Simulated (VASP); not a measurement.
Here is a VASP 6.6.1 calculation.

The input INCAR:

```
ALGO = Normal ; EDIFF = 1E-6
EDIFFG = -0.04 ; ENCUT = 600
GGA = PE ; IBRION = 2
ISIF = 3 ; ISMEAR = 0
LASPH = T ; LCHARG = F
LREAL = F ; LWAVE = F
NELM = 80 ; NSW = 90
PREC = Accurate ; SIGMA = 0.1
```

Contents of KPOINTS:

```
k-points
0
Gamma
  6 6 6
```

POSCAR

```
Bi2O
1.0
   -2.7752142300      2.7752142300      2.4696177600
    2.7752142300     -2.7752142300      2.4696177600
    2.7752142300      2.7752142300     -2.4696177600
Bi O
2 1
Direct
    0.5000000000      0.0000000000      0.5000000000
    0.0000000000      0.5000000000      0.5000000000
    0.0000000000      0.0000000000      0.0000000000
```

Potentials or basis: VASP PAW PBE potentials, release 64 (Bi_d, O).

The run is started by

```sh
$ cat potpaw_PBE.64/Bi_d/POTCAR potpaw_PBE.64/O/POTCAR > POTCAR
$ mpirun -np 1 vasp_std > vasp.out
```

(1) What does it give for the band gap on the k mesh?

(2) Predict the relaxed cell.

(3) Estimate the space group after relaxing (to 0.05 Å).

(4) Estimate the relaxed volume.

## Answers

(1) zero (band 18 reaches 7.05 eV, above the bottom of band 19 at 6.01 eV).

(2) a = 4.692 Å, b = 4.692 Å, c = 4.692 Å, α = 118.09°, β = 118.09°, γ = 93.34°.

(3) I4/mmm (No. 139).

(4) 25.01 Å³/atom.

Caveat: spin-orbit coupling is left out, which moves the levels of the heavy elements.
